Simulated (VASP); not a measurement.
Input of a VASP 6.6.1 run:

File INCAR:

```
  PREC = Accurate
  ENCUT = 520
  EDIFF = 1E-6
  ISMEAR = -1
  SIGMA = 0.05
  LREAL = F
  LASPH = T
  NELM = 60
  ALGO = Normal
  ISIF = 2
  LWAVE = F
  LCHARG = F
  GGA = PE
  NBANDS = 13
```

The input KPOINTS:

```
Automatic mesh
0
Gamma
  9 9 9
```

The input POSCAR:

```
Pb
1.0
    0.0000000000      2.4244952108      2.4244952108
    2.4244952108      0.0000000000      2.4244952108
    2.4244952108      2.4244952108      0.0000000000
Pb
1
Direct
    0.0000000000      0.0000000000      0.0000000000
```

Potentials or basis: VASP PAW PBE potentials, release 64 (Pb_d).

Run with:

```bash
$ cat potpaw_PBE.64/Pb_d/POTCAR > POTCAR
$ mpirun -np 1 vasp_std > vasp.out
```

(1) Predict the band gap on the k mesh.

(2) Predict the pressure.

Answers

(1) zero (band 7 reaches 15.91 eV, above the bottom of band 8 at 6.32 eV).

(2) 5.9 GPa.

Caveat: spin-orbit coupling is left out, which moves the levels of the heavy elements.
